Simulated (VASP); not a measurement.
# SrTiO3 (Pm-3m) in VASP: further runs, part 2 of 2

VASP 6.6.1. Earlier steps stand in the parts before.

## (3) Single point, r2SCAN

This run uses another cell than the first one, of 11.37 Å³/atom.

Input file POSCAR:

```
SrTiO3
1.0
    3.8455679323      0.0000000000      0.0000000000
    0.0000000000      3.8455679323      0.0000000000
    0.0000000000      0.0000000000      3.8455679323
Sr Ti O
1 1 3
Direct
    0.5000000000      0.5000000000      0.5000000000
    0.0000000000      0.0000000000      0.0000000000
    0.5000000000      0.0000000000      0.0000000000
    0.0000000000      0.5000000000      0.0000000000
    0.0000000000      0.0000000000      0.5000000000
```

Input file INCAR.step1:

```
SYSTEM = SrTiO3
ALGO = Normal
EDIFF = 1E-5
ENCUT = 660
GGA = PE
GGA_COMPAT = .False.
ISMEAR = 0
LASPH = .True.
LCHARG = .False.
LREAL = .False.
LWAVE = .True.
NBANDS = 28
NELM = 120
PREC = Accurate
SIGMA = 0.01
```

Input file INCAR.step2:

```
SYSTEM = SrTiO3
ALGO = Normal
EDIFF = 1E-6
ENCUT = 660
GGA_COMPAT = .False.
ISIF = 2
ISMEAR = 0
ISTART = 1
LASPH = .True.
LCHARG = .False.
LMIXTAU = .True.
LREAL = .False.
LWAVE = .False.
METAGGA = R2SCAN
NBANDS = 28
NELM = 120
PREC = Accurate
SIGMA = 0.01
```

Input file KPOINTS:

```
k-points
0
Gamma
  6 6 6
  0 0 0
```

Potentials or basis: VASP PAW PBE potentials, release 64 (Sr_sv, Ti_sv, O).

The run is started by

```sh
$ cat potpaw_PBE.64/Sr_sv/POTCAR potpaw_PBE.64/Ti_sv/POTCAR potpaw_PBE.64/O/POTCAR > POTCAR
$ cp INCAR.step1 INCAR
$ mpirun -np 1 vasp_std > vasp.out
$ cp INCAR.step2 INCAR
$ mpirun -np 1 vasp_std > vasp.out
```

OUTCAR:

```text
SYSTEM = SrTiO3
   EDIFF = 1E-6
   ENCUT = 660
   ISIF = 2
   ISMEAR = 0
   ISTART = 1
   LASPH = .True.
   LREAL = .False.
   METAGGA = R2SCAN
   NELM = 120
   PREC = Accurate

 ion  position               nearest neighbor table
   1  0.500  0.500  0.500-   3 2.72   4 2.72   5 2.72   3 2.72   4 2.72   3 2.72   5 2.72   3 2.72
                             4 2.72   5 2.72   4 2.72   5 2.72   2 3.33   2 3.33   2 3.33   2 3.33
   2  0.000  0.000  0.000-   3 1.92   4 1.92   5 1.92   5 1.92   4 1.92   3 1.92   1 3.33   1 3.33
[... 821 lines left out ...]
  -------------------------------------------------------------------------------------
  Total        3.8385655      3.8385655      3.8385655      0.0000000     -0.0000000      0.0000000
  in kB      108.1429160    108.1429160    108.1429160      0.0000000     -0.0000000      0.0000000
  external PRESSURE =     108.1429160 kB  Pullay stress =       0.0000000 kB

 VOLUME and BASIS-vectors are now :
 -----------------------------------------------------------------------------
  energy-cutoff  :      660.00
  volume of cell :       56.87
      direct lattice vectors                 reciprocal lattice vectors
     3.845567932  0.000000000  0.000000000     0.260039614  0.000000000  0.000000000
     0.000000000  3.845567932  0.000000000     0.000000000  0.260039614  0.000000000
     0.000000000  0.000000000  3.845567932     0.000000000  0.000000000  0.260039614

 POSITION                                       TOTAL-FORCE (eV/Angst)
 -----------------------------------------------------------------------------------
      1.92278      1.92278      1.92278         0.000000      0.000000      0.000000
      0.00000      0.00000      0.00000         0.000000      0.000000      0.000000
      1.92278      0.00000      0.00000         0.000000      0.000000      0.000000
      0.00000      1.92278      0.00000         0.000000      0.000000      0.000000
      0.00000      0.00000      1.92278         0.000000      0.000000      0.000000
 -----------------------------------------------------------------------------------
    total drift:                                0.000000      0.000000     -0.000000

  FREE ENERGIE OF THE ION-ELECTRON SYSTEM (eV)
  ---------------------------------------------------
  free  energy   TOTEN  =       -63.2407160024 eV

  energy  without entropy=      -63.2407160024  energy(sigma->0) =      -63.24071600
```

OUTCAR.step1:

```text
SYSTEM = SrTiO3
   EDIFF = 1E-5
   ENCUT = 660
   GGA = PE
   ISMEAR = 0
[... 847 lines left out ...]
      0.00000      0.00000      0.00000         0.000000      0.000000      0.000000
      1.92278      0.00000      0.00000         0.000000      0.000000      0.000000
      0.00000      1.92278      0.00000         0.000000      0.000000      0.000000
      0.00000      0.00000      1.92278         0.000000      0.000000      0.000000
 -----------------------------------------------------------------------------------
    total drift:                                0.000000      0.000000     -0.000000

  FREE ENERGIE OF THE ION-ELECTRON SYSTEM (eV)
  ---------------------------------------------------
  free  energy   TOTEN  =       -39.9254817217 eV

  energy  without entropy=      -39.9254817217  energy(sigma->0) =      -39.92548172
```

OSZICAR.step1:

```text
N       E                     dE             d eps       ncg     rms          rms(c)
DAV:   1     0.468728820382E+03    0.46873E+03   -0.24139E+04  1120   0.187E+03
DAV:   2     0.759638857858E+00   -0.46797E+03   -0.44587E+03  1236   0.479E+02
DAV:   3    -0.468390264160E+02   -0.47599E+02   -0.47126E+02  1236   0.149E+02
DAV:   4    -0.499780570422E+02   -0.31390E+01   -0.31336E+01  1992   0.318E+01
DAV:   5    -0.500078594460E+02   -0.29802E-01   -0.29790E-01  1424   0.329E+00    0.285E+01
DAV:   6    -0.399043079476E+02    0.10104E+02   -0.50406E+01  1564   0.662E+01    0.159E+01
DAV:   7    -0.399673465773E+02   -0.63039E-01   -0.65999E+00  1408   0.198E+01    0.118E+01
DAV:   8    -0.400079738832E+02   -0.40627E-01   -0.13858E+00  1356   0.127E+01    0.280E+00
DAV:   9    -0.399322135307E+02    0.75760E-01   -0.33530E-01  1352   0.603E+00    0.107E+00
DAV:  10    -0.399307486704E+02    0.14649E-02   -0.85234E-02  1468   0.202E+00    0.686E-01
DAV:  11    -0.399254843978E+02    0.52643E-02   -0.22086E-02  1652   0.146E+00    0.131E-01
DAV:  12    -0.399254504516E+02    0.33946E-04   -0.16565E-03  1340   0.480E-01    0.816E-02
DAV:  13    -0.399254895864E+02   -0.39135E-04   -0.48148E-04  1592   0.157E-01    0.500E-02
DAV:  14    -0.399254817217E+02    0.78647E-05   -0.33503E-05  1148   0.452E-02
   1 F= -.39925482E+02 E0= -.39925482E+02  d E =-.501124E-78
```

Run time: 2.4 min. Hardware: 1 thread of Intel Xeon 8259CL, shared host; peak memory 0.22 GiB.

What came out:

```
Free energy            : -63.2407 eV
Pressure               : 10.8 GPa
Band gap on the k mesh : 2.38 eV (least direct gap 2.73 eV)
```

Caveat: the cell stands under pressure; the PAW data sets were made with another functional, which shifts forces and pressure a little.

## (4) Single point, r2SCAN

This run uses another cell than the first one, of 11.37 Å³/atom.

POSCAR is that of step 3.

Input file INCAR.step1:

```
PREC = Accurate ; ENCUT = 660
ISMEAR = 0 ; SIGMA = 0.01
LREAL = False ; LASPH = True
NELM = 120 ; NBANDS = 28
GGA = PE ; ALGO = Normal
EDIFF = 1E-5 ; LWAVE = True
LCHARG = False ; GGA_COMPAT = False
```

Input file INCAR.step2:

```
PREC = Accurate ; ENCUT = 660
EDIFF = 1E-6 ; ISMEAR = 0
SIGMA = 0.01 ; LREAL = False
LASPH = True ; NELM = 120
ALGO = Normal ; ISIF = 2
LWAVE = False ; LCHARG = True
METAGGA = R2SCAN ; LMIXTAU = True
LELF = True ; LVHAR = True
NBANDS = 28 ; ISTART = 1
GGA_COMPAT = False
```

Input file KPOINTS:

```
regular mesh
0
Gamma
  6 6 6
```

The run is started by

```sh
$ cat potpaw_PBE.64/Sr_sv/POTCAR potpaw_PBE.64/Ti_sv/POTCAR potpaw_PBE.64/O/POTCAR > POTCAR
$ cp INCAR.step1 INCAR
$ mpirun -np 1 vasp_std > vasp.out
$ cp INCAR.step2 INCAR
$ mpirun -np 1 vasp_std > vasp.out
```

It took 2.8 min on 1 thread of Intel Xeon 8259CL, shared host; peak memory 0.22 GiB.

The run converged. Its results:

```
Free energy            : -63.2407 eV
Pressure               : 10.8 GPa
Band gap on the k mesh : 2.38 eV (least direct gap 2.73 eV)
```

Levels at points of the mesh, in eV from the valence-band top:
```
           k point  band 18  band 19  band 20  band 21  band 22  band 23
(0.00, 0.00, 0.00)    -0.35    -0.35    -0.35     2.38     2.38     2.38
(0.50, 0.00, 0.00)    -2.15    -0.76    -0.76     2.56     4.44     4.44
(0.50, 0.50, 0.00)    -1.65    -1.65    -0.10     4.45     4.45     4.96
(0.50, 0.50, 0.50)     0.00     0.00     0.00     5.21     5.21     5.21
```

Caveat: the cell stands under pressure; the PAW data sets were made with another functional, which shifts forces and pressure a little.

## (5) Single point, r2SCAN

This run uses another cell than the first one, of 11.52 Å³/atom.

POSCAR, as its differences from that of step 4:

```diff
@@ -2,5 +2,5 @@
 1.0
-    3.8455679323      0.0000000000      0.0000000000
-    0.0000000000      3.8455679323      0.0000000000
-    0.0000000000      0.0000000000      3.8455679323
+    3.8624956027      0.0000000000      0.0000000000
+    0.0000000000      3.8624956027      0.0000000000
+    0.0000000000      0.0000000000      3.8624956027
 Sr Ti O
```

Input file INCAR.step1:

```
SYSTEM = SrTiO3
PREC     = Accurate       ! precision mode
ENCUT    = 660            ! plane-wave cutoff, eV
ISMEAR   = 0              ! smearing method
SIGMA    = 0.01           ! smearing width, eV
LREAL    = .False.        ! projectors in reciprocal space
LASPH    = .True.         ! aspherical terms in the spheres
NELM     = 120            ! most SCF steps
NBANDS   = 28             ! bands
GGA      = PE             ! functional
ALGO     = Normal         ! electronic algorithm
EDIFF    = 1E-5           ! SCF threshold, eV
LWAVE    = .True.         ! write WAVECAR
LCHARG   = .False.        ! write CHGCAR
GGA_COMPAT= .False.
```

Input file INCAR.step2:

```
SYSTEM = SrTiO3
PREC     = Accurate       ! precision mode
ENCUT    = 660            ! plane-wave cutoff, eV
EDIFF    = 1E-6           ! SCF threshold, eV
ISMEAR   = 0              ! smearing method
SIGMA    = 0.01           ! smearing width, eV
LREAL    = .False.        ! projectors in reciprocal space
LASPH    = .True.         ! aspherical terms in the spheres
NELM     = 120            ! most SCF steps
ALGO     = Normal         ! electronic algorithm
ISIF     = 2              ! what is computed and relaxed
LWAVE    = .False.        ! write WAVECAR
LCHARG   = .False.        ! write CHGCAR
METAGGA  = R2SCAN         ! meta-GGA
LMIXTAU  = .True.       
NBANDS   = 28             ! bands
ISTART   = 1            
GGA_COMPAT= .False.
```

Input file KPOINTS:

```
regular mesh
0
Gamma
  6 6 6
  0 0 0
```

The run is started by

```sh
$ cat potpaw_PBE.64/Sr_sv/POTCAR potpaw_PBE.64/Ti_sv/POTCAR potpaw_PBE.64/O/POTCAR > POTCAR
$ cp INCAR.step1 INCAR
$ mpirun -np 1 vasp_std > vasp.out
$ cp INCAR.step2 INCAR
$ mpirun -np 1 vasp_std > vasp.out
```

It took 3.6 min on 1 thread of Intel Xeon 8259CL, shared host; peak memory 0.21 GiB.

It converged, with:

| Property | Result |
| --- | --- |
| Free energy | -63.2867 eV |
| Pressure | 7.8 GPa |
| Band gap on the k mesh | 2.35 eV (least direct gap 2.71 eV) |

Levels at points of the mesh, in eV from the valence-band top:
```csv
k point,band 17,band 18,band 19,band 20,band 21,band 22,band 23,band 24
"(0.00, 0.00, 0.00)",-1.27,-0.36,-0.36,-0.36,2.35,2.35,2.35,4.85
"(0.50, 0.00, 0.00)",-2.45,-2.11,-0.77,-0.77,2.53,4.37,4.37,4.87
"(0.50, 0.50, 0.00)",-1.77,-1.64,-1.64,-0.10,4.38,4.38,4.87,5.96
"(0.50, 0.50, 0.50)",-3.89,0.00,0.00,0.00,5.11,5.11,5.11,7.77
```

Caveat: the cell stands under pressure; the PAW data sets were made with another functional, which shifts forces and pressure a little. A k mesh can miss the band edges.

## (6) Overview

```csv
cell,gap on the mesh (eV),pressure (GPa)
"a = 3.819 Å, 5 atoms",2.42,15.9
"a = 3.846 Å, 5 atoms",2.38,10.8
"a = 3.862 Å, 5 atoms",2.35,7.8
```

Alike in all rows: task single point; level r2SCAN; potentials or basis VASP PAW PBE potentials, release 64 (Sr_sv, Ti_sv, O); no spin polarisation; k mesh 6 × 6 × 6; cutoff (eV) 660; smearing gaussian 0.01 eV.

Caveats: the cell stands under pressure; the PAW data sets were made with another functional, which shifts forces and pressure a little.

Total energies depend on the potentials used, so only differences within one code and one set of settings carry meaning.
